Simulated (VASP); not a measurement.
# W3Br (P-1) in VASP: single point with PBE

Aim: the single point of W3Br with PBE.

All numbers are computed with VASP 6.6.1; they aren't measurements. Logs are shortened: lines on timing, memory, paths and dates and some standing lists are left out, and cuts for length are marked.

## Step 1: The cell of the first run

The typed cell holds 16 atoms: a = 3.271 Å, b = 6.275 Å, c = 16.067 Å, α = 90.87°, β = 92.55°, γ = 90.00°.

## Step 2: Single point, PBE

Contents of INCAR:

```
PREC = Accurate
ENCUT = 500
EDIFF = 1E-6
ISMEAR = 0
SIGMA = 0.1
LREAL = F
LASPH = T
NELM = 120
ALGO = Normal
ISIF = 2
LWAVE = F
LCHARG = F
GGA = PE
NBANDS = 112
GGA_COMPAT = F
KPAR = 4
```

Contents of KPOINTS:

```
Automatic mesh
0
Gamma
  10 6 2
```

Contents of POSCAR:

```
W3Br
1.0
    3.2714917449      0.0000564647      0.0005851493
   -0.0001430094      6.2747270052      0.0033591627
   -0.7168121875     -0.2526970454     16.0486780313
W Br
12 4
Direct
    0.1963440021      0.8654309223      0.7585323100
    0.1982650719      0.3654060266      0.7585308520
    0.7347183519      0.1195171845      0.8513937735
    0.7003904393      0.6195157708      0.8513868736
    0.8036559979      0.1345690777      0.2414676900
    0.8017349281      0.6345939734      0.2414691480
    0.7616956730      0.1268333364      0.0474875872
    0.7590345933      0.6268331351      0.0474877845
    0.2383043270      0.8731666636      0.9525124128
    0.2409654067      0.3731668649      0.9525122155
    0.2652816481      0.8804828155      0.1486062265
    0.2996095607      0.3804842292      0.1486131264
    0.3067273607      0.1103431766      0.6320954827
    0.0330916944      0.6103575448      0.6321042251
    0.6932726393      0.8896568234      0.3679045173
    0.9669083056      0.3896424552      0.3678957749
```

Potentials or basis: VASP PAW PBE potentials, release 64 (W_sv, Br).

On the command line:

```
$ cat potpaw_PBE.64/W_sv/POTCAR potpaw_PBE.64/Br/POTCAR > POTCAR
$ mpirun -np 4 vasp_std > vasp.out
```

OUTCAR:

```text
PREC = Accurate
   ENCUT = 500
   EDIFF = 1E-6
   ISMEAR = 0
   LREAL = F
   LASPH = T
   NELM = 120
   ISIF = 2
   GGA = PE

 ion  position               nearest neighbor table
   1  0.196  0.865  0.759-  14 2.60  13 2.60   3 2.68   4 2.68   4 2.74   3 2.75   9 3.11   2 3.14
                             2 3.14
   2  0.198  0.365  0.759-  14 2.60  13 2.60   4 2.68   3 2.68   3 2.74   4 2.75  10 3.11   1 3.14
                             1 3.14
   3  0.735  0.120  0.851-   1 2.68   2 2.68   2 2.74   1 2.75   9 2.75  10 2.76  10 2.82   9 2.82
                             4 3.14   4 3.14   7 3.15
   4  0.700  0.620  0.851-   2 2.68   1 2.68   1 2.74   2 2.75  10 2.75   9 2.76   9 2.82  10 2.82
                             3 3.14   3 3.14   8 3.15
   5  0.804  0.135  0.241-  16 2.60  15 2.60  11 2.68  12 2.68  12 2.74  11 2.75   7 3.11   6 3.14
                             6 3.14
   6  0.802  0.635  0.241-  16 2.60  15 2.60  12 2.68  11 2.68  11 2.74  12 2.75   8 3.11   5 3.14
                             5 3.14
   7  0.762  0.127  0.047-   9 2.73  10 2.73  10 2.73   9 2.74  11 2.75  12 2.76  12 2.82  11 2.82
                             5 3.11   8 3.14   8 3.14   3 3.15
   8  0.759  0.627  0.047-  10 2.73   9 2.73   9 2.73  10 2.74  12 2.75  11 2.76  11 2.82  12 2.82
                             6 3.11   7 3.14   7 3.14   4 3.15
   9  0.238  0.873  0.953-   7 2.73   8 2.73   8 2.73   7 2.74   3 2.75   4 2.76   4 2.82   3 2.82
                             1 3.11  10 3.14  10 3.14  11 3.15
  10  0.241  0.373  0.953-   8 2.73   7 2.73   7 2.73   8 2.74   4 2.75   3 2.76   3 2.82   4 2.82
                             2 3.11   9 3.14   9 3.14  12 3.15
  11  0.265  0.880  0.149-   5 2.68   6 2.68   6 2.74   5 2.75   7 2.75   8 2.76   8 2.82   7 2.82
                            12 3.14  12 3.14   9 3.15
  12  0.300  0.380  0.149-   6 2.68   5 2.68   5 2.74   6 2.75   8 2.75   7 2.76   7 2.82   8 2.82
                            11 3.14  11 3.14  10 3.15
  13  0.307  0.110  0.632-   1 2.60   2 2.60
  14  0.033  0.610  0.632-   2 2.60   1 2.60
  15  0.693  0.890  0.368-   5 2.60   6 2.60
  16  0.967  0.390  0.368-   6 2.60   5 2.60

  LATTYP: Found a triclinic cell.
 ALAT       =     3.2714917977
 B/A-ratio  =     2.7710599936
 C/A-ratio  =     5.5352129040
 COS(alpha) =     0.0018194208
 COS(beta)  =     0.3218949384
 COS(gamma) =     0.7217492334

  Lattice vectors:

 A1 = (  -3.2714917449,  -0.0000564647,  -0.0005851493)
 A2 = (  -6.5431264992,   6.2746140758,   0.0021888641)
 A3 = (  -5.8260282929,  -6.0221428892, -16.0532074926)

Analysis of symmetry for initial positions (statically):
=====================================================================
 Subroutine PRICEL returns:
 Original cell was already a primitive cell.

 Routine SETGRP: Setting up the symmetry group for a
 triclinic supercell.

 Subroutine GETGRP returns: Found  2 space group operations
 (whereof  2 operations were pure point group operations)
 out of a pool of  2 trial point group operations.

The static configuration has the point symmetry S_2 .

Analysis of symmetry for dynamics (positions and initial velocities):
=====================================================================
 Subroutine PRICEL returns:
 Original cell was already a primitive cell.

 Routine SETGRP: Setting up the symmetry group for a
 triclinic supercell.

 Subroutine GETGRP returns: Found  2 space group operations
 (whereof  2 operations were pure point group operations)
 out of a pool of  2 trial point group operations.

The dynamic configuration has the point symmetry S_2 .

 Subroutine INISYM returns: Found  2 space group operations
 (whereof  2 operations are pure point group operations),
 and found     1 'primitive' translations

----------------------------------------------------------------------------------------

                                     Primitive cell

  volume of cell :     329.4481

  direct lattice vectors                    reciprocal lattice vectors
     3.271491745  0.000056465  0.000585149     0.305668511 -0.000000342  0.013652640
    -0.000143009  6.274727005  0.003359163    -0.000003199  0.159368140  0.002509214
    -0.716812187 -0.252697045 16.048678031    -0.000011144 -0.000033357  0.062309405

  length of vectors
     3.271491798  6.274727906 16.066665555     0.305973256  0.159387892  0.062309415

  position of ions in fractional coordinates (direct lattice)
     0.196344002  0.865430922  0.758532310
[... 40 lines left out ...]
 Grid dimensions read from file:
 generate k-points for:   10    6    2

 Generating k-lattice:

  Cartesian coordinates                     Fractional coordinates (reciprocal lattice)
     0.030566851 -0.000000034  0.001365264     0.100000000  0.000000000  0.000000000
    -0.000000533  0.026561357  0.000418202     0.000000000  0.166666667 -0.000000000
    -0.000005572 -0.000016679  0.031154703     0.000000000  0.000000000  0.500000000

  Length of vectors
     0.030597326  0.026564649  0.031154708

  Shift w.r.t. Gamma in fractional coordinates (k-lattice)
     0.000000000  0.000000000  0.000000000

 Subroutine IBZKPT returns following result:
 ===========================================

 Found     64 irreducible k-points:

 Following reciprocal coordinates:
            Coordinates               Weight
  0.000000  0.000000  0.000000      1.000000
  0.100000 -0.000000  0.000000      2.000000
  0.200000 -0.000000  0.000000      2.000000
  0.300000  0.000000  0.000000      2.000000
  0.400000  0.000000  0.000000      2.000000
  0.500000  0.000000  0.000000      1.000000
[... 16 lines left out ...]
 -0.400000  0.333333  0.000000      2.000000
 -0.300000  0.333333 -0.000000      2.000000
 [... further k-points ...]
   k-points           NKPTS =     64   k-points in BZ     NKDIM =     64   number of bands    NBANDS=    112
   number of dos      NEDOS =    301   number of ions     NIONS =     16
   total plane-waves  NPLWV = 138240
   dimension x,y,z NGX =    24 NGY =   48 NGZ =  120
   dimension x,y,z NGXF=    48 NGYF=   96 NGZF=  240
   ions per type =              12   4
   NGX,Y,Z   is equivalent  to a cutoff of  12.20, 12.72, 12.42 a.u.
   NGXF,Y,Z  is equivalent  to a cutoff of  24.39, 25.43, 24.83 a.u.
 SYSTEM =  unknown system
   PREC   = accura    normal or accurate (medium, high low for compatibility)
   ISTART =      0    job   : 0-new  1-cont  2-samecut
   ICHARG =      2    charge: 1-file 2-atom 10-const
   ISPIN  =      1    spin polarized calculation?
   LNONCOLLINEAR =      F non collinear calculations
   LSORBIT =      F    spin-orbit coupling
   LASPH  =      T    aspherical Exc in radial PAW
   ENCUT  =  500.0 eV  36.75 Ry    6.06 a.u.   5.96 11.44 29.29*2*pi/ulx,y,z
   NELM   =    120;   NELMIN=  2; NELMDL= -5     # of ELM steps
   EDIFF  = 0.1E-05   stopping-criterion for ELM
   LREAL  =      F    real-space projection
   EDIFFG = 0.1E-04   stopping-criterion for IOM
   NSW    =      0    number of steps for IOM
   IBRION =     -1    ionic relax: 0-MD 1-quasi-New 2-CG
   NFREE  =      0    steps in history (QN), initial steepest desc. (CG)
   ISIF   =      2    stress and relaxation
   ISYM   =      2    0-nonsym 1-usesym 2-fastsym
   POTIM  = 0.5000    time-step for ionic-motion
   TEBEG  =    0.0;   TEEND  =   0.0 temperature during run
   PSTRESS=    0.0 pullay stress
   NELECT =     196.0000    total number of electrons
   NUPDOWN=      -1.0000    fix difference up-down
   EMIN   =  10.00;   EMAX   =-10.00  energy-range for DOS
   EFERMI =   0.00;   METHOD = LEGACY
   ISMEAR =     0;   SIGMA  =   0.10  broadening in eV -4-tet -1-fermi 0-gaus
   EFERMI_NEDOS =   21; number of points for ismear=-14 and -15
   IALGO  =     38    algorithm
   IMIX   =      4    mixing-type and parameters
     AMIX     =   0.40;   BMIX     =  1.00
     AMIX_MAG =   1.60;   BMIX_MAG =  1.00
  volume/ion in A,a.u.               =      20.59       138.95
  Fermi-wavevector in a.u.,A,eV,Ry     =   1.376886  2.601936 25.794112  1.895814
  Thomas-Fermi vector in A             =   2.502089
   LORBIT       =      0    0 simple, 1 ext, 2 COOP (PROOUT), +10 PAW based schemes
   GGA     = PE    functional components
   LHFCALC =     F    Hartree Fock is set to
   AEXX    =    0.0000 exact exchange contribution
   IVDW    =     0    specifies the selected vdW correction
   LEPSILON=     F    determine dielectric tensor
   LRPA    =     F    only Hartree local field effects (RPA)
 non-spin polarized calculation
 Gauss-broadening in eV      SIGMA  =   0.10
  energy-cutoff  :      500.00
  volume of cell :      329.45
 maximum number of plane-waves:      8434
   NGX = 11   NGY = 23   NGZ = 59

 number of electron     195.9999992 magnetization

 Free energy of the ion-electron system (eV)
  ---------------------------------------------------
  ext. energy  EPLUGINS =         0.00000000
  ---------------------------------------------------
  free energy    TOTEN  =      -160.71028420 eV

  energy without entropy =     -160.66288404  energy(sigma->0) =     -160.68658412

 E-fermi :   7.2277     XC(G=0): -11.1882

 val. band max:        7.2167233759   @ k =   0.1000   0.1667   0.0000
 cond. band min:       7.2279732740   @ k =   0.2000   0.3333   0.5000
 fundamental gap:      0.0112498982
 Fermi energy:         7.2277333396

 k-point     1 :       0.0000    0.0000    0.0000
  band No.  band energies     occupation
      1     -66.9222      2.00000
      2     -66.9213      2.00000
      3     -66.8955      2.00000
      4     -66.8955      2.00000
      5     -66.8027      2.00000
      6     -66.7210      2.00000
[... 2701 lines left out ...]
    109       9.3187      0.00000
    110       9.4543      0.00000

 [... further k-points ...]

 [bands above 110 left out]

------------------------ aborting loop because EDIFF is reached ----------------------------------------

  FORCE on cell =-STRESS in cart. coord.  units (eV):
  Direction    XX          YY          ZZ          XY          YZ          ZX
  --------------------------------------------------------------------------------------
  -------------------------------------------------------------------------------------
  Total        0.5550447      0.5872407      0.6756652      0.0003403     -0.0104610      0.0035085
  in kB        2.6993022      2.8558783      3.2859057      0.0016549     -0.0508742      0.0170624
  external PRESSURE =       2.9470287 kB  Pullay stress =       0.0000000 kB

 VOLUME and BASIS-vectors are now :
 -----------------------------------------------------------------------------
  energy-cutoff  :      500.00
  volume of cell :      329.45
      direct lattice vectors                 reciprocal lattice vectors
     3.271491745  0.000056465  0.000585149     0.305668511 -0.000000342  0.013652640
    -0.000143009  6.274727005  0.003359163    -0.000003199  0.159368140  0.002509214
    -0.716812187 -0.252697045 16.048678031    -0.000011144 -0.000033357  0.062309405

 POSITION                                       TOTAL-FORCE (eV/Angst)
 -----------------------------------------------------------------------------------
      0.09849      5.23867     12.17646         0.004683     -0.000146     -0.013290
      0.10485      2.10116     12.17476        -0.003981      0.000540     -0.013495
      1.79332      0.53483     13.66458        -0.004657      0.001291     -0.002196
      1.68095      3.67219     13.66612         0.004532      0.002001     -0.001932
      2.45605      0.78341      3.87616        -0.004683      0.000146      0.013290
      2.44969      3.92093      3.87786         0.003981     -0.000540      0.013495
[... 8 lines left out ...]
      2.00419      5.48942      5.90778        -0.007140     -0.000385      0.025034
      2.89946      2.35199      5.90612         0.006717     -0.000623      0.024985
 -----------------------------------------------------------------------------------
    total drift:                                0.000000     -0.000000      0.000000

  FREE ENERGIE OF THE ION-ELECTRON SYSTEM (eV)
  ---------------------------------------------------
  free  energy   TOTEN  =      -160.7102841989 eV

  energy  without entropy=     -160.6628840392  energy(sigma->0) =     -160.68658412
```

Wall time 16 min (4 MPI ranks of Intel Xeon Platinum 8488C (Sapphire Rapids), shared host); peak memory 1.4 GiB.

Results:

| Property | Result |
| --- | --- |
| Free energy | -160.7103 eV |
| Pressure | 0.3 GPa |
| Largest force | 0.026 eV/Å |
| Band gap on the k mesh | zero (bands 98 and 99 overlap by 0.58 eV) |

Forces on the atoms (eV/Å):
```
W    0.005  0.000 -0.013
W   -0.004  0.001 -0.013
W   -0.005  0.001 -0.002
W    0.005  0.002 -0.002
W   -0.005  0.000  0.013
W    0.004 -0.001  0.013
W   -0.001  0.002  0.006
W    0.001  0.001  0.005
W    0.001 -0.002 -0.006
W   -0.001 -0.001 -0.005
W    0.005 -0.001  0.002
W   -0.005 -0.002  0.002
Br   0.007  0.000 -0.025
Br  -0.007  0.001 -0.025
Br  -0.007  0.000  0.025
Br   0.007 -0.001  0.025
```

Caveat: spin-orbit coupling is left out, which moves the levels of the heavy elements.
